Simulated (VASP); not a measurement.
Runs of VASP 6.6.1 on CdSe. The structure is that of space group F-43m (No. 216), or close to it. The cells are those of the table. 

```csv
level,cell,k mesh,cutoff (eV),gap on the mesh (eV),pressure (GPa)
PBE,"a = 4.338 Å, angles 60.0°, 2 atoms",6 × 6 × 6,500,0.55,1.7
r2SCAN,"a = 4.250 Å, angles 60.0°, 2 atoms",6 × 6 × 6,550,1.17,3.9
r2SCAN,"a = 4.295 Å, angles 60.0°, 2 atoms",6 × 6 × 6,550,1.09,1.9
PBE,"a = 4.339 Å, angles 60.0°, 2 atoms",8 × 8 × 8,500,0.55,1.7
PBE,"a = 4.382 Å, angles 60.0°, 2 atoms",6 × 6 × 6,500,0.49,0.2
r2SCAN,"a = 4.339 Å, angles 60.0°, 2 atoms",8 × 8 × 8,550,1.03,0.2
PBE,"a = 4.468 Å, angles 60.0°, 2 atoms",6 × 6 × 6,500,(b),-2.1
r2SCAN,"a = 4.339 Å, angles 60.0°, 2 atoms",6 × 6 × 6,550,1.03,0.2
r2SCAN,"a = 4.424 Å, angles 60.0°, 2 atoms",6 × 6 × 6,550,(a),(c)
PBE,"a = 4.293 Å, angles 60.0°, 2 atoms",6 × 6 × 6,500,0.62,3.5
r2SCAN,"a = 4.381 Å, angles 60.0°, 2 atoms",6 × 6 × 6,550,0.96,-1.3
PBE,"a = 4.425 Å, angles 60.0°, 2 atoms",6 × 6 × 6,500,0.43,-1.0
```

Alike in all rows: task single point; potentials or basis VASP PAW PBE potentials, release 64 (Cd, Se); no spin polarisation; smearing gaussian 0.01 eV.

**Question.** Fill in the values left out.

**Answer.** (a) 0.89; (b) 0.37; (c) -2.5.

Caveats: the PAW data sets were made with another functional, which shifts forces and pressure a little (at least some runs); the cell stands under pressure (at least some runs).

A k mesh can miss the band edges, and the runs leave out spin-orbit coupling on Cd, Se.
